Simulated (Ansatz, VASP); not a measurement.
**BaO: VASP beside Ansatz**

Contents of INCAR:

```
ALGO = Normal
EDIFF = 1E-8
ENCUT = 520
GGA = PE
GGA_COMPAT = False
ISIF = 2
ISMEAR = -1
LASPH = True
LCHARG = False
LEFG = True
LREAL = False
LWAVE = False
NBANDS = 15
NELM = 120
PREC = Accurate
SIGMA = 0.02
```

Contents of KPOINTS:

```
k-points
0
Gamma
  8 8 8
```

Contents of POSCAR:

```
BaO
1.0
    0.0000000000      2.7128332818      2.7128332818
    2.7128332818      0.0000000000      2.7128332818
    2.7128332818      2.7128332818      0.0000000000
Ba O
1 1
Direct
    0.0000000000      0.0000000000      0.0000000000
    0.5000000000      0.5000000000      0.5000000000
```

Input for Ansatz:

```yaml
crystal:
  lattice:
    - [0.0, 2.7128332818, 2.7128332818]
    - [2.7128332818, 0.0, 2.7128332818]
    - [2.7128332818, 2.7128332818, 0.0]
  atoms:
    - { symbol: Ba, position: [0.0, 0.0, 0.0] }
    - { symbol: O, position: [0.5, 0.5, 0.5] }
kpoints:
  mp_grid: { grid: [8, 8, 8] }
scf:
  occupations: { method: fermi_dirac, width: 0.02 }
hamiltonian:
  xc: pbe
  pseudopotentials: { kind: all_electron, datasets: crystal }
output:
  forces: true
  stress: true
  eigenvalues: true
  efg: { contact_densities: true }
```

Change from the starting cell: volume scaled by 0.96, crystal datasets.

Alike in both runs: task electric field gradients; functional PBE; k mesh 8 × 8 × 8; occupations fermi-dirac, width 0.02 eV; no spin polarisation.

|  | VASP | Ansatz |
| --- | --- | --- |
| version | VASP 6.6.1 | Ansatz 0.2.0 |
| potentials or method | VASP PAW PBE potentials, release 64 (Ba_sv, O), cutoff 520 eV | all-electron PAW with datasets made for the crystal, scalar-relativistic |

VASP gave:

```
gap on the k mesh at the Fermi level (eV) : 1.74
pressure (GPa)                            : 8.9
```

Task: Estimate Ansatz's values.

Result: gap on the k mesh at the Fermi level (eV): 1.81; pressure (GPa): 6.7.

Ansatz ran all-electron here, and VASP with PAW potentials.

Spin-orbit coupling is off throughout.
